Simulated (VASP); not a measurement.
# Ba (Im-3m) in VASP: notebook

The runs below take Ba through single point, relaxation of cell and atoms, with PBE.

Everything below comes from runs of VASP 6.6.1. Logs are shortened: lines on timing, memory, paths and dates and some standing lists are left out, and cuts for length are marked.

## (1) The cell of the first run

The structure is cubic, space group Im-3m (No. 229). The conventional cell has a = 5.025 Å, b = 5.025 Å, c = 5.025 Å, α = 90.00°, β = 90.00°, γ = 90.00°. Ba (site symmetry m-3m) has 14 Ba at 4.35 to 5.02 Å within 5.7 Å.

## (2) Single point, PBE

INCAR

```
SYSTEM = Ba
  ALGO = Normal
  EDIFF = 1E-6
  ENCUT = 520
  GGA = PE
  ISIF = 2
  ISMEAR = -1
  LASPH = .TRUE.
  LCHARG = .FALSE.
  LREAL = .FALSE.
  LWAVE = .FALSE.
  NBANDS = 11
  NELM = 60
  PREC = Accurate
  SIGMA = 0.05
```

KPOINTS

```
k-points
0
G
  12 12 12
  0 0 0
```

POSCAR

```
Ba
1.0
   -2.5124974217      2.5124974217      2.5124974217
    2.5124974217     -2.5124974217      2.5124974217
    2.5124974217      2.5124974217     -2.5124974217
Ba
1
Direct
    0.0000000000      0.0000000000      0.0000000000
```

Potentials or basis: VASP PAW PBE potentials, release 64 (Ba_sv).

On the command line:

```sh
$ cat potpaw_PBE.64/Ba_sv/POTCAR > POTCAR
$ mpirun -np 1 vasp_std > vasp.out
```

OUTCAR:

```text
SYSTEM = Ba
   EDIFF = 1E-6
   ENCUT = 520
   GGA = PE
   ISIF = 2
   ISMEAR = -1
   LASPH = .TRUE.
   LREAL = .FALSE.
   NELM = 60
   PREC = Accurate

 ion  position               nearest neighbor table
   1  0.000  0.000  0.000-

  LATTYP: Found a body centered cubic cell.
 ALAT       =     5.0249948434

  Lattice vectors:

 A1 = (  -2.5124974217,   2.5124974217,   2.5124974217)
 A2 = (   2.5124974217,  -2.5124974217,   2.5124974217)
 A3 = (   2.5124974217,   2.5124974217,  -2.5124974217)

Analysis of symmetry for initial positions (statically):
=====================================================================
 Subroutine PRICEL returns:
 Original cell was already a primitive cell.

 Routine SETGRP: Setting up the symmetry group for a
 body centered cubic supercell.

 Subroutine GETGRP returns: Found 48 space group operations
 (whereof 48 operations were pure point group operations)
 out of a pool of 48 trial point group operations.

The static configuration has the point symmetry O_h .

Analysis of symmetry for dynamics (positions and initial velocities):
=====================================================================
 Subroutine PRICEL returns:
 Original cell was already a primitive cell.

 Routine SETGRP: Setting up the symmetry group for a
 body centered cubic supercell.

 Subroutine GETGRP returns: Found 48 space group operations
 (whereof 48 operations were pure point group operations)
 out of a pool of 48 trial point group operations.

The dynamic configuration has the point symmetry O_h .

 Subroutine INISYM returns: Found 48 space group operations
 (whereof 48 operations are pure point group operations),
 and found     1 'primitive' translations

----------------------------------------------------------------------------------------

                                     Primitive cell

  volume of cell :      63.4420

  direct lattice vectors                    reciprocal lattice vectors
    -2.512497422  2.512497422  2.512497422     0.000000000  0.199005179  0.199005179
     2.512497422 -2.512497422  2.512497422     0.199005179  0.000000000  0.199005179
     2.512497422  2.512497422 -2.512497422     0.199005179  0.199005179  0.000000000

  length of vectors
     4.351773188  4.351773188  4.351773188     0.281435824  0.281435824  0.281435824

  position of ions in fractional coordinates (direct lattice)
     0.000000000  0.000000000  0.000000000

  ion indices of the primitive-cell ions
   primitive index   ion index
                 1           1

----------------------------------------------------------------------------------------

 KPOINTS: k-points

Automatic generation of k-mesh.
 Grid dimensions read from file:
 generate k-points for:   12   12   12

 Generating k-lattice:

  Cartesian coordinates                     Fractional coordinates (reciprocal lattice)
     0.000000000  0.016583765  0.016583765     0.083333333  0.000000000  0.000000000
     0.016583765  0.000000000  0.016583765     0.000000000  0.083333333  0.000000000
     0.016583765  0.016583765  0.000000000     0.000000000  0.000000000  0.083333333

  Length of vectors
     0.023452985  0.023452985  0.023452985

  Shift w.r.t. Gamma in fractional coordinates (k-lattice)
     0.000000000  0.000000000  0.000000000

 Subroutine IBZKPT returns following result:
 ===========================================

 Found     72 irreducible k-points:

 Following reciprocal coordinates:
            Coordinates               Weight
  0.000000  0.000000  0.000000      1.000000
  0.083333  0.000000  0.000000     12.000000
  0.166667  0.000000  0.000000     12.000000
  0.250000  0.000000  0.000000     12.000000
  0.333333  0.000000  0.000000     12.000000
  0.416667  0.000000  0.000000     12.000000
[... 16 lines left out ...]
  0.333333  0.083333  0.083333     24.000000
  0.416667  0.083333  0.083333     12.000000
 [... further k-points ...]
   k-points           NKPTS =     72   k-points in BZ     NKDIM =     72   number of bands    NBANDS=     11
   number of dos      NEDOS =    301   number of ions     NIONS =      1
   total plane-waves  NPLWV =  32768
   dimension x,y,z NGX =    32 NGY =   32 NGZ =   32
   dimension x,y,z NGXF=    64 NGYF=   64 NGZF=   64
   ions per type =               1
   NGX,Y,Z   is equivalent  to a cutoff of  12.22, 12.22, 12.22 a.u.
   NGXF,Y,Z  is equivalent  to a cutoff of  24.45, 24.45, 24.45 a.u.
 SYSTEM =  Ba
   PREC   = accura    normal or accurate (medium, high low for compatibility)
   ISTART =      0    job   : 0-new  1-cont  2-samecut
   ICHARG =      2    charge: 1-file 2-atom 10-const
   ISPIN  =      1    spin polarized calculation?
   LNONCOLLINEAR =      F non collinear calculations
   LSORBIT =      F    spin-orbit coupling
   LASPH  =      T    aspherical Exc in radial PAW
   ENCUT  =  520.0 eV  38.22 Ry    6.18 a.u.   8.09  8.09  8.09*2*pi/ulx,y,z
   NELM   =     60;   NELMIN=  2; NELMDL= -5     # of ELM steps
   EDIFF  = 0.1E-05   stopping-criterion for ELM
   LREAL  =      F    real-space projection
   EDIFFG = 0.1E-04   stopping-criterion for IOM
   NSW    =      0    number of steps for IOM
   IBRION =     -1    ionic relax: 0-MD 1-quasi-New 2-CG
   NFREE  =      0    steps in history (QN), initial steepest desc. (CG)
   ISIF   =      2    stress and relaxation
   ISYM   =      2    0-nonsym 1-usesym 2-fastsym
   POTIM  = 0.5000    time-step for ionic-motion
   TEBEG  =    0.0;   TEEND  =   0.0 temperature during run
   PSTRESS=    0.0 pullay stress
   NELECT =      10.0000    total number of electrons
   NUPDOWN=      -1.0000    fix difference up-down
   EMIN   =  10.00;   EMAX   =-10.00  energy-range for DOS
   EFERMI =   0.00;   METHOD = LEGACY
   ISMEAR =    -1;   SIGMA  =   0.05  broadening in eV -4-tet -1-fermi 0-gaus
   EFERMI_NEDOS =   21; number of points for ismear=-14 and -15
   IALGO  =     38    algorithm
   IMIX   =      4    mixing-type and parameters
     AMIX     =   0.40;   BMIX     =  1.00
     AMIX_MAG =   1.60;   BMIX_MAG =  1.00
  volume/ion in A,a.u.               =      63.44       428.13
  Fermi-wavevector in a.u.,A,eV,Ry     =   0.884333  1.671147 10.640368  0.782045
  Thomas-Fermi vector in A             =   2.005219
   LORBIT       =      0    0 simple, 1 ext, 2 COOP (PROOUT), +10 PAW based schemes
   GGA     = PE    functional components
   LHFCALC =     F    Hartree Fock is set to
   AEXX    =    0.0000 exact exchange contribution
   IVDW    =     0    specifies the selected vdW correction
   LEPSILON=     F    determine dielectric tensor
   LRPA    =     F    only Hartree local field effects (RPA)
 non-spin polarized calculation
  energy-cutoff  :      520.00
  volume of cell :       63.44
 maximum number of plane-waves:      1732
   NGX = 17   NGY = 17   NGZ = 17

 number of electron      10.0000000 magnetization

 Free energy of the ion-electron system (eV)
  ---------------------------------------------------
  ext. energy  EPLUGINS =         0.00000000
  ---------------------------------------------------
  free energy    TOTEN  =        -1.91294771 eV

  energy without entropy =       -1.90257992  energy(sigma->0) =       -1.90776381

 E-fermi :   1.6225     XC(G=0):  -7.3866

 val. band max:        1.6048106732   @ k =  -0.4167   0.5000   0.2500
 cond. band min:       1.6523285168   @ k =  -0.4167  -0.4167   0.1667
 fundamental gap:      0.0475178436
 Fermi energy:         1.6224866298

 k-point     1 :       0.0000    0.0000    0.0000
  band No.  band energies     occupation
      1     -27.2730      2.00000
      2     -12.2264      2.00000
      3     -12.2264      2.00000
      4     -12.2264      2.00000
      5      -1.1236      2.00000
      6       3.4461      0.00000
      7       3.4461      0.00000
      8       3.4461      0.00000
      9       4.8378      0.00000
     10       4.8378      0.00000
     11       8.5380      0.00000

 k-point     2 :       0.0833    0.0000    0.0000
  band No.  band energies     occupation
      1     -27.2702      2.00000
      2     -12.2588      2.00000
      3     -12.2364      2.00000
      4     -12.2266      2.00000
      5      -0.9946      2.00000
      6       3.3399      0.00000
      7       3.3893      0.00000
      8       3.5774      0.00000
      9       4.6669      0.00000
     10       4.8295      0.00000
     11       8.6850      0.00000

 k-point     3 :       0.1667    0.0000    0.0000
  band No.  band energies     occupation
      1     -27.2626      2.00000
      2     -12.3453      2.00000
      3     -12.2634      2.00000
      4     -12.2271      2.00000
      5      -0.6325      2.00000
      6       3.0833      0.00000
      7       3.1419      0.00000
      8       3.9649      0.00000
      9       4.5064      0.00000
     10       4.8321      0.00000
     11       8.9778      0.00000

 k-point     4 :       0.2500    0.0000    0.0000
  band No.  band energies     occupation
      1     -27.2521      2.00000
      2     -12.4595      2.00000
      3     -12.2998      2.00000
      4     -12.2279      2.00000
      5      -0.1193      2.00000
      6       2.7786      0.00000
      7       2.7885      0.00000
      8       4.5878      0.00000
      9       4.5966      0.00000
     10       4.8968      0.00000
     11       8.8429      0.00000
[... 239 lines left out ...]
 k-point    22 :       0.2500    0.0833    0.0833
  band No.  band energies     occupation
      1     -27.2397      2.00000
      2     -12.5724      2.00000
      3     -12.3387      2.00000
      4     -12.2559      2.00000
      5       0.6219      2.00000
      6       2.4023      0.00000
      7       2.4082      0.00000
      8       4.8649      0.00000
      9       5.1379      0.00000
     10       5.8214      0.00000
     11       8.4871      0.00000

 k-point    23 :       0.3333    0.0833    0.0833
  band No.  band energies     occupation
      1     -27.2328      2.00000
      2     -12.6267      2.00000
      3     -12.3771      2.00000
      4     -12.2583      2.00000
      5       0.9358      2.00000
      6       2.2711      0.00000
      7       2.5279      0.00000
      8       4.9503      0.00000
      9       5.3185      0.00000
     10       6.5792      0.00000
     11       7.7210      0.00000

 k-point    24 :       0.4167    0.0833    0.0833
  band No.  band energies     occupation
      1     -27.2303      2.00000
      2     -12.6459      2.00000
      3     -12.3916      2.00000
      4     -12.2591      2.00000
      5       1.0071      1.99999
      6       2.2269      0.00001
      7       2.6893      0.00000
      8       4.9311      0.00000
      9       5.4049      0.00000
     10       7.0766      0.00000
     11       7.2387      0.00000

 [... further k-points ...]
[... 5 lines left out ...]
  --------------------------------------------------------------------------------------
  -------------------------------------------------------------------------------------
  Total        0.0104958      0.0104958      0.0104958      0.0000000     -0.0000000      0.0000000
  in kB        0.2650635      0.2650635      0.2650635      0.0000000     -0.0000000      0.0000000
  external PRESSURE =       0.2650635 kB  Pullay stress =       0.0000000 kB

 VOLUME and BASIS-vectors are now :
 -----------------------------------------------------------------------------
  energy-cutoff  :      520.00
  volume of cell :       63.44
      direct lattice vectors                 reciprocal lattice vectors
    -2.512497422  2.512497422  2.512497422     0.000000000  0.199005179  0.199005179
     2.512497422 -2.512497422  2.512497422     0.199005179  0.000000000  0.199005179
     2.512497422  2.512497422 -2.512497422     0.199005179  0.199005179  0.000000000

 POSITION                                       TOTAL-FORCE (eV/Angst)
 -----------------------------------------------------------------------------------
      0.00000      0.00000      0.00000         0.000000      0.000000     -0.000000
 -----------------------------------------------------------------------------------
    total drift:                               -0.000000      0.000000     -0.000000

  FREE ENERGIE OF THE ION-ELECTRON SYSTEM (eV)
  ---------------------------------------------------
  free  energy   TOTEN  =        -1.9129477053 eV

  energy  without entropy=       -1.9025799238  energy(sigma->0) =       -1.90776381
```

Run time: 29 s. Hardware: 1 thread of Intel Xeon Platinum 8375C at 2.90GHz (Ice Lake), shared host; peak memory 0.2 GiB.

Results:

| Quantity | Value |
| --- | --- |
| Free energy | -1.9129 eV |
| Pressure | 0.0 GPa |
| Band gap on the k mesh | zero (band 5 reaches 2.14 eV, above the bottom of band 6 at 1.09 eV) |

Caveat: spin-orbit coupling is left out, which moves the levels of the heavy elements.

## (3) Single point, PBE

INCAR

```
PREC     = Accurate       # precision mode
ENCUT    = 520            # plane-wave cutoff, eV
EDIFF    = 1E-6           # SCF threshold, eV
ISMEAR   = -1             # smearing method
SIGMA    = 0.05           # smearing width, eV
LREAL    = False          # projectors in reciprocal space
LASPH    = True           # aspherical terms in the spheres
NELM     = 60             # most SCF steps
ALGO     = Normal         # electronic algorithm
ISIF     = 2              # what is computed and relaxed
LWAVE    = False          # write WAVECAR
LCHARG   = False          # write CHGCAR
GGA      = PE             # functional
NBANDS   = 11             # bands
```

KPOINTS

```
Automatic mesh
0
Gamma
  12 12 12
```

POSCAR is that of step 2.

Potentials or basis: VASP PAW PBE potentials, release 64 (Ba_sv).

On the command line:

```sh
$ cat potpaw_PBE.64/Ba_sv/POTCAR > POTCAR
$ mpirun -np 1 vasp_std > vasp.out
```

It took 29 s on 1 thread of Intel Xeon Platinum 8375C at 2.90GHz (Ice Lake), shared host; peak memory 0.2 GiB.

The run converged. Its results:

```yaml
Free_energy: -1.9129 eV
Pressure: 0.0 GPa
Band_gap_on_the_k_mesh: zero (band 5 reaches 2.14 eV, above the bottom of band 6 at 1.09 eV)
```

Levels at points of the mesh, in eV from the Fermi level:
```
           k point  band 3  band 4  band 5  band 6  band 7  band 8
(0.00, 0.00, 0.00)  -13.85  -13.85   -2.75    1.82    1.82    1.82
(0.50, 0.00, 0.00)  -13.99  -13.85   -0.89    0.69    1.23    3.18
(0.50, 0.50, 0.50)  -14.16  -14.16   -0.53   -0.53    4.33    4.33
```

Caveat: spin-orbit coupling is left out, which moves the levels of the heavy elements.

## (4) Relaxation of cell and atoms, PBE

INCAR

```
PREC = Accurate ; ENCUT = 600
EDIFF = 1E-6 ; ISMEAR = -1
SIGMA = 0.05 ; LREAL = F
LASPH = T ; NELM = 100
ALGO = Normal ; ISIF = 3
LWAVE = F ; LCHARG = F
GGA = PE ; IBRION = 2
NSW = 60 ; EDIFFG = -0.005
```

KPOINTS is that of step 3.

POSCAR is that of step 3.

On the command line:

```sh
$ cat potpaw_PBE.64/Ba_sv/POTCAR > POTCAR
$ mpirun -np 1 vasp_std > vasp.out
```

It took 55 s on 1 thread of Intel Xeon Platinum 8375C at 2.90GHz (Ice Lake), shared host; peak memory 0.23 GiB.

The run converged. Its results:

```
Free energy                            : -1.9131 eV
Relaxed volume                         : 63.53 Å³/atom
Relaxed cell                           : a = 4.354 Å, b = 4.354 Å, c = 4.354 Å, α = 109.47°, β = 109.47°, γ = 109.47°
Space group after relaxing (to 0.05 Å) : Im-3m (No. 229)
Energy gained by relaxing              : 0.0 meV/atom
Ionic steps                            : 2
Pressure after relaxing                : 0.0 GPa
Band gap on the k mesh                 : zero (band 5 reaches 2.13 eV, above the bottom of band 6 at 1.09 eV)
```

Final structure:
```
Ba
1.0
    -2.51369    2.51369    2.51369
     2.51369   -2.51369    2.51369
     2.51369    2.51369   -2.51369
Ba
1
Direct
  0.00000 0.00000 0.00000
```

Levels at points of the mesh, in eV from the Fermi level:
```tsv
k point	band 3	band 4	band 5	band 6	band 7	band 8
(0.00, 0.00, 0.00)	-13.85	-13.85	-2.75	1.82	1.82	1.82
(0.50, 0.00, 0.00)	-14.00	-13.85	-0.88	0.69	1.22	3.18
(0.50, 0.50, 0.50)	-14.16	-14.16	-0.53	-0.53	4.32	4.32
```

Caveat: spin-orbit coupling is left out, which moves the levels of the heavy elements.
